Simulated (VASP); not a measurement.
# CsNiSn (P-6m2) in VASP: notebook

Runs on CsNiSn. Level: PBE. Tasks: single point, relaxation of cell and atoms.

Program: VASP 6.6.1. These are calculated values, not measurements. Logs are shortened: lines on timing, memory, paths and dates and some standing lists are left out, and cuts for length are marked.

## Step 1: The cell of the first run

It takes space group P-6m2 (No. 187, hexagonal). The conventional cell has a = 4.358 Å, b = 4.358 Å, c = 4.449 Å, α = 90.00°, β = 90.00°, γ = 120.00°. Cs (site symmetry -6m2) has 6 Sn at 3.36 Å and 6 Ni at 3.36 Å and 6 Cs at 4.36 Å within 4.4 Å. Within 3.3 Å of Ni (site symmetry -6m2) lie 3 Sn at 2.52 Å. Sn (site symmetry -6m2) has 3 Ni at 2.52 Å within 3.3 Å.

## Step 2: Single point, PBE, collinear spin, ferromagnetic start

INCAR reads:

```
SYSTEM = CsNiSn
  ALGO = Normal
  EDIFF = 1E-7
  ENCUT = 520
  GGA = PE
  ISIF = 2
  ISMEAR = 0
  ISPIN = 2
  LASPH = .TRUE.
  LCHARG = .FALSE.
  LMAXMIX = 4
  LORBIT = 11
  LREAL = .FALSE.
  LWAVE = .FALSE.
  MAGMOM = 0 2 0
  NBANDS = 28
  NELM = 150
  PREC = Accurate
  SIGMA = 0.1
```

KPOINTS reads:

```
k-points
0
G
  6 6 4
  0 0 0
```

POSCAR reads:

```
CsNiSn
1.0
    4.3580790700      0.0000000000      0.0000000000
   -2.1790395400      3.7742071900      0.0000000000
    0.0000000000      0.0000000000      4.4485590100
Cs Ni Sn
1 1 1
Direct
    0.6666666700      0.3333333300      0.5000000000
    0.0000000000      0.0000000000      0.0000000000
    0.3333333300      0.6666666700      0.0000000000
```

Potentials or basis: VASP PAW PBE potentials, release 64 (Cs_sv, Ni, Sn_d).

Run with:

```console
$ cat potpaw_PBE.64/Cs_sv/POTCAR potpaw_PBE.64/Ni/POTCAR potpaw_PBE.64/Sn_d/POTCAR > POTCAR
$ mpirun -np 1 vasp_std > vasp.out
```

OUTCAR:

```text
SYSTEM = CsNiSn
   EDIFF = 1E-7
   ENCUT = 520
   GGA = PE
   ISIF = 2
   ISMEAR = 0
   ISPIN = 2
   LASPH = .TRUE.
   LORBIT = 11
   LREAL = .FALSE.
   NELM = 150
   PREC = Accurate

 ion  position               nearest neighbor table
   1  0.667  0.333  0.500-   3 3.36   3 3.36   3 3.36   3 3.36   3 3.36   3 3.36
   2  0.000  0.000  0.000-   3 2.52   3 2.52   3 2.52
   3  0.333  0.667  0.000-   2 2.52   2 2.52   2 2.52   1 3.36   1 3.36   1 3.36   1 3.36   1 3.36
                             1 3.36

  LATTYP: Found a hexagonal cell.
 ALAT       =     4.3580790700
 C/A-ratio  =     1.0207614269

  Lattice vectors:

 A1 = (   4.3580790700,   0.0000000000,   0.0000000000)
 A2 = (  -2.1790395400,   3.7742071900,   0.0000000000)
 A3 = (   0.0000000000,   0.0000000000,   4.4485590100)

Analysis of symmetry for initial positions (statically):
=====================================================================
 Subroutine PRICEL returns:
 Original cell was already a primitive cell.

 Routine SETGRP: Setting up the symmetry group for a
 hexagonal supercell.

 Subroutine GETGRP returns: Found 12 space group operations
 (whereof 12 operations were pure point group operations)
 out of a pool of 24 trial point group operations.

The static configuration has the point symmetry D_3h.

Analysis of symmetry for dynamics (positions and initial velocities):
=====================================================================
 Subroutine PRICEL returns:
 Original cell was already a primitive cell.

 Routine SETGRP: Setting up the symmetry group for a
 hexagonal supercell.

 Subroutine GETGRP returns: Found 12 space group operations
 (whereof 12 operations were pure point group operations)
 out of a pool of 24 trial point group operations.

The dynamic configuration has the point symmetry D_3h.

Analysis of structural, dynamic, and magnetic symmetry:
=====================================================================
 Subroutine PRICEL returns:
 Original cell was already a primitive cell.

 Routine SETGRP: Setting up the symmetry group for a
 hexagonal supercell.

 Subroutine GETGRP returns: Found 12 space group operations
 (whereof 12 operations were pure point group operations)
 out of a pool of 24 trial point group operations.

The overall configuration has the point symmetry D_3h.

 Subroutine INISYM returns: Found 12 space group operations
 (whereof 12 operations are pure point group operations),
 and found     1 'primitive' translations

----------------------------------------------------------------------------------------

                                     Primitive cell

  volume of cell :      73.1712

  direct lattice vectors                    reciprocal lattice vectors
     4.358079070  0.000000000  0.000000000     0.229458893  0.132478154  0.000000000
    -2.179039540  3.774207190  0.000000000     0.000000000  0.264956307  0.000000000
     0.000000000  0.000000000  4.448559010     0.000000000  0.000000000  0.224791893

  length of vectors
     4.358079070  4.358079076  4.448559010     0.264956308  0.264956307  0.224791893

  position of ions in fractional coordinates (direct lattice)
     0.666666670  0.333333330  0.500000000
     0.000000000  0.000000000  0.000000000
     0.333333330  0.666666670  0.000000000

  ion indices of the primitive-cell ions
   primitive index   ion index
                 1           1
                 2           2
                 3           3

----------------------------------------------------------------------------------------

 KPOINTS: k-points

Automatic generation of k-mesh.
 Grid dimensions read from file:
 generate k-points for:    6    6    4

 Generating k-lattice:

  Cartesian coordinates                     Fractional coordinates (reciprocal lattice)
     0.038243149  0.022079692  0.000000000     0.166666667  0.000000000  0.000000000
     0.000000000  0.044159385  0.000000000     0.000000000  0.166666667  0.000000000
     0.000000000  0.000000000  0.056197973     0.000000000  0.000000000  0.250000000

  Length of vectors
     0.044159385  0.044159385  0.056197973

  Shift w.r.t. Gamma in fractional coordinates (k-lattice)
     0.000000000  0.000000000  0.000000000

 Subroutine IBZKPT returns following result:
 ===========================================

 Found     21 irreducible k-points:

 Following reciprocal coordinates:
            Coordinates               Weight
  0.000000  0.000000  0.000000      1.000000
  0.166667  0.000000  0.000000      6.000000
  0.333333  0.000000  0.000000      6.000000
  0.500000  0.000000  0.000000      3.000000
  0.166667  0.166667  0.000000      6.000000
  0.333333  0.166667  0.000000     12.000000
[... 13 lines left out ...]
  0.333333  0.166667  0.500000     12.000000
  0.333333  0.333333  0.500000      2.000000
   k-points           NKPTS =     21   k-points in BZ     NKDIM =     21   number of bands    NBANDS=     28
   number of dos      NEDOS =    301   number of ions     NIONS =      3
   total plane-waves  NPLWV =  36864
   dimension x,y,z NGX =    32 NGY =   32 NGZ =   36
   dimension x,y,z NGXF=    64 NGYF=   64 NGZF=   72
   ions per type =               1   1   1
   NGX,Y,Z   is equivalent  to a cutoff of  12.21, 12.21, 13.45 a.u.
   NGXF,Y,Z  is equivalent  to a cutoff of  24.41, 24.41, 26.91 a.u.
 SYSTEM =  CsNiSn
   PREC   = accura    normal or accurate (medium, high low for compatibility)
   ISTART =      0    job   : 0-new  1-cont  2-samecut
   ICHARG =      2    charge: 1-file 2-atom 10-const
   ISPIN  =      2    spin polarized calculation?
   LNONCOLLINEAR =      F non collinear calculations
   LSORBIT =      F    spin-orbit coupling
   LASPH  =      T    aspherical Exc in radial PAW
   ENCUT  =  520.0 eV  38.22 Ry    6.18 a.u.   8.10  8.10  8.27*2*pi/ulx,y,z
   NELM   =    150;   NELMIN=  2; NELMDL= -5     # of ELM steps
   EDIFF  = 0.1E-06   stopping-criterion for ELM
   LREAL  =      F    real-space projection
   EDIFFG = 0.1E-05   stopping-criterion for IOM
   NSW    =      0    number of steps for IOM
   IBRION =     -1    ionic relax: 0-MD 1-quasi-New 2-CG
   NFREE  =      0    steps in history (QN), initial steepest desc. (CG)
   ISIF   =      2    stress and relaxation
   ISYM   =      2    0-nonsym 1-usesym 2-fastsym
   POTIM  = 0.5000    time-step for ionic-motion
   TEBEG  =    0.0;   TEEND  =   0.0 temperature during run
   PSTRESS=    0.0 pullay stress
   NELECT =      33.0000    total number of electrons
   NUPDOWN=      -1.0000    fix difference up-down
   EMIN   =  10.00;   EMAX   =-10.00  energy-range for DOS
   EFERMI =   0.00;   METHOD = LEGACY
   ISMEAR =     0;   SIGMA  =   0.10  broadening in eV -4-tet -1-fermi 0-gaus
   EFERMI_NEDOS =   21; number of points for ismear=-14 and -15
   IALGO  =     38    algorithm
   IMIX   =      4    mixing-type and parameters
     AMIX     =   0.40;   BMIX     =  1.00
     AMIX_MAG =   1.60;   BMIX_MAG =  1.00
  volume/ion in A,a.u.               =      24.39       164.59
  Fermi-wavevector in a.u.,A,eV,Ry     =   1.255450  2.372456 21.444886  1.576155
  Thomas-Fermi vector in A             =   2.389206
   LORBIT       =     11    0 simple, 1 ext, 2 COOP (PROOUT), +10 PAW based schemes
   GGA     = PE    functional components
   LHFCALC =     F    Hartree Fock is set to
   AEXX    =    0.0000 exact exchange contribution
   IVDW    =     0    specifies the selected vdW correction
   LEPSILON=     F    determine dielectric tensor
   LRPA    =     F    only Hartree local field effects (RPA)
 spin polarized calculation
 Gauss-broadening in eV      SIGMA  =   0.10
  energy-cutoff  :      520.00
  volume of cell :       73.17
 maximum number of plane-waves:      1980
   NGX = 17   NGY = 17   NGZ = 17

 number of electron      32.9999982 magnetization      -0.0000504

 number of electron      32.9999982 magnetization       0.0000102

 Free energy of the ion-electron system (eV)
  ---------------------------------------------------
  ext. energy  EPLUGINS =         0.00000000
  ---------------------------------------------------
  free energy    TOTEN  =        -8.43136267 eV

  energy without entropy =       -8.41983528  energy(sigma->0) =       -8.42559897

 E-fermi :   6.1133     XC(G=0): -10.3300

 val. band max:        6.0805107006   @ k =   0.3333   0.0000   0.5000
 cond. band min:       6.1222725910   @ k =   0.5000   0.0000   0.2500
 fundamental gap:      0.0417618904
 Fermi energy:         6.1133264906

 spin component 1

 k-point     1 :       0.0000    0.0000    0.0000
  band No.  band energies     occupation
      1     -15.7548      1.00000
      2     -15.1490      1.00000
      3     -15.0804      1.00000
      4     -15.0804      1.00000
      5     -14.9614      1.00000
      6     -14.9614      1.00000
[... 20 lines left out ...]
     27      14.0650      0.00000
[... 597 lines left out ...]
      5     -14.9626      1.00000
      6     -14.9580      1.00000
[... 20 lines left out ...]
     27      16.4253      0.00000
     28      16.7802      0.00000
 Fermi energy:         6.1133264906

 spin component 2

 k-point     1 :       0.0000    0.0000    0.0000
  band No.  band energies     occupation
      1     -15.7548      1.00000
      2     -15.1490      1.00000
      3     -15.0804      1.00000
      4     -15.0804      1.00000
      5     -14.9614      1.00000
      6     -14.9614      1.00000
[... 20 lines left out ...]
     27      14.0650      0.00000
[... 598 lines left out ...]
      6     -14.9580      1.00000
[... 20 lines left out ...]
     27      16.4253      0.00000
     28      16.7802      0.00000

------------------------ aborting loop because EDIFF is reached ----------------------------------------

  FORCE on cell =-STRESS in cart. coord.  units (eV):
  Direction    XX          YY          ZZ          XY          YZ          ZX
  --------------------------------------------------------------------------------------
  -------------------------------------------------------------------------------------
  Total        5.1065139      5.1065139      7.8380857     -0.0000000     -0.0000000      0.0000000
  in kB      111.8136699    111.8136701    171.6249374     -0.0000001     -0.0000000      0.0000000
  external PRESSURE =     131.7507591 kB  Pullay stress =       0.0000000 kB

 VOLUME and BASIS-vectors are now :
 -----------------------------------------------------------------------------
  energy-cutoff  :      520.00
  volume of cell :       73.17
      direct lattice vectors                 reciprocal lattice vectors
     4.358079070  0.000000000  0.000000000     0.229458893  0.132478154  0.000000000
    -2.179039540  3.774207190  0.000000000     0.000000000  0.264956307  0.000000000
     0.000000000  0.000000000  4.448559010     0.000000000  0.000000000  0.224791893

 POSITION                                       TOTAL-FORCE (eV/Angst)
 -----------------------------------------------------------------------------------
      2.17904      1.25807      2.22428         0.000000      0.000000      0.000000
      0.00000      0.00000      0.00000        -0.000000      0.000000      0.000000
     -0.00000      2.51614      0.00000        -0.000000      0.000000      0.000000
 -----------------------------------------------------------------------------------
    total drift:                                0.000000     -0.000000     -0.000000

  FREE ENERGIE OF THE ION-ELECTRON SYSTEM (eV)
  ---------------------------------------------------
  free  energy   TOTEN  =        -8.4313626655 eV

  energy  without entropy=       -8.4198352813  energy(sigma->0) =       -8.42559897

 total charge

# of ion       s       p       d       tot
------------------------------------------
    1        1.865   4.618   0.155   6.638
    2        0.525   0.283   8.459   9.268
    3        1.238   1.217   9.990  12.445
--------------------------------------------------
tot          3.628   6.118  18.604  28.350

 magnetization (x)

# of ion       s       p       d       tot
------------------------------------------
    1        0.000  -0.000   0.000   0.000
    2       -0.000   0.000  -0.000  -0.000
    3        0.000  -0.000  -0.000  -0.000
--------------------------------------------------
tot          0.000   0.000  -0.000  -0.000
```

It took 82 s on 1 thread of Intel Xeon Platinum 8259CL at 2.50GHz (Skylake/Cascade Lake), shared host; peak memory 0.25 GiB.

What came out:

```
Free energy                                           : -8.4314 eV
Pressure                                              : 13.2 GPa
Net moment                                            : 0.00 μB per cell
Valence electrons inside the program's atomic spheres : Cs 6.64; Ni 9.27; Sn 12.45
```

Caveat: the starting moments collapsed, and a magnetic state may lie lower; spin-orbit coupling is left out, which moves the levels of the heavy elements.

(Part 1 of 2 ends here.)
